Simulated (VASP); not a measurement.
Wanted: the native input for a VASP 6.6.1 run.

| Quantity | Value |
| --- | --- |
| Task | single point |
| Functional | r2SCAN |
| Potentials or basis | VASP PAW PBE potentials, release 64 (Bi_d) |
| Cutoff | 520 eV |
| k mesh | 4 × 4 × 5 |
| Occupations | fermi-dirac, width 0.05 eV |
| Spin | no spin polarisation |
| Dipole correction | no |
| Further INCAR settings | ALGO = Normal; EDIFF = 1e-06; NBANDS = 22 |

Crystal: Bi.

```
Bi
1.0
     3.48860   -3.13258    0.00000
     3.48860    3.13258    0.00000
    -1.26023    0.00000    3.11355
Bi
2
Direct
  0.75306 0.75306 0.85738
  0.24694 0.24694 0.14262
```

One way to write it, as run:

POSCAR

```
Bi
1.0
    3.4885980000     -3.1325780000      0.0000000000
    3.4885980000      3.1325780000      0.0000000000
   -1.2602350000      0.0000000000      3.1135500000
Bi
2
Direct
    0.7530610000      0.7530610000      0.8573820000
    0.2469390000      0.2469390000      0.1426180000
```

INCAR.step1

```
ALGO = Normal
EDIFF = 1E-4
ENCUT = 520
GGA = PE
ISMEAR = -1
LASPH = T
LCHARG = F
LREAL = F
LWAVE = T
NBANDS = 22
NELM = 60
PREC = Accurate
SIGMA = 0.05
```

INCAR.step2

```
ALGO = Normal
EDIFF = 1E-6
ENCUT = 520
ISIF = 2
ISMEAR = -1
ISTART = 1
LASPH = T
LCHARG = F
LMIXTAU = T
LREAL = F
LWAVE = F
METAGGA = R2SCAN
NBANDS = 22
NELM = 60
PREC = Accurate
SIGMA = 0.05
```

KPOINTS

```
k-points
0
Gamma
  4 4 5
```

Potentials or basis: VASP PAW PBE potentials, release 64 (Bi_d).

Launch:

```console
$ cat potpaw_PBE.64/Bi_d/POTCAR > POTCAR
$ cp INCAR.step1 INCAR
$ mpirun -np 1 vasp_std > vasp.out
$ cp INCAR.step2 INCAR
$ mpirun -np 1 vasp_std > vasp.out
```

Results of the run:

```yaml
Pressure: -0.8 GPa
Largest_force: 0.251 eV/Å
Band_gap_on_the_k_mesh: zero (band 15 reaches 9.98 eV, above the bottom of band 16 at 5.06 eV)
```

Caveat: the k points lie up to 0.40 Å⁻¹ apart; the PAW data sets were made with another functional, which shifts forces and pressure a little; spin-orbit coupling is left out, which moves the levels of the heavy elements.

Wall time 55 s on 1 thread of Intel(R) Xeon(R) 6975P-C (Granite Rapids), with other jobs on the host, peak memory 0.2 GiB.
